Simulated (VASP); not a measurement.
Wanted: the native input for a VASP 6.6.1 run.

* Task: single point
* Functional: PBE
* Potentials or basis: VASP PAW PBE potentials, release 64 (Sn_d, Al)
* Cutoff: 520 eV
* k mesh: 7 × 7 × 8
* Occupations: gaussian, width 0.023 eV
* Spin: no spin polarisation
* Dipole correction: no
* Further INCAR settings: ALGO = Fast; EDIFF = 1e-07; NBANDS = 16

The structure of AlSn lies in POSCAR:

```
AlSn
1.0
    4.1981056157      0.0000000000      0.0000000000
   -2.0990528078      3.6356661109      0.0000000000
    0.0000000000      0.0000000000      3.3068470000
Sn Al
1 1
Direct
    0.3333333333      0.6666666667      0.5000000000
    0.0000000000      0.0000000000      0.0000000000
```

One way to write it, as run:

INCAR

```
PREC = Accurate
ENCUT = 520
EDIFF = 1E-7
ISMEAR = 0
SIGMA = 0.023
LREAL = F
LASPH = T
NELM = 60
ALGO = Fast
ISIF = 2
LWAVE = F
LCHARG = T
GGA = PE
LELF = T
LVHAR = T
NBANDS = 16
```

KPOINTS

```
regular mesh
0
Gamma
  7 7 8
```

Potentials or basis: VASP PAW PBE potentials, release 64 (Sn_d, Al).

The run is started by

```bash
$ cat potpaw_PBE.64/Sn_d/POTCAR potpaw_PBE.64/Al/POTCAR > POTCAR
$ mpirun -np 1 vasp_std > vasp.out
```

It gave:

```yaml
Pressure: 0.2 GPa
Band_gap_on_the_k_mesh: zero (an odd number of electrons rules out a gap without spin polarisation)
```

Caveat: spin-orbit coupling is left out, which moves the levels of the heavy elements.

Wall time 51 s on 1 thread of Intel Xeon 8259CL, on a shared host, peak memory 0.18 GiB.
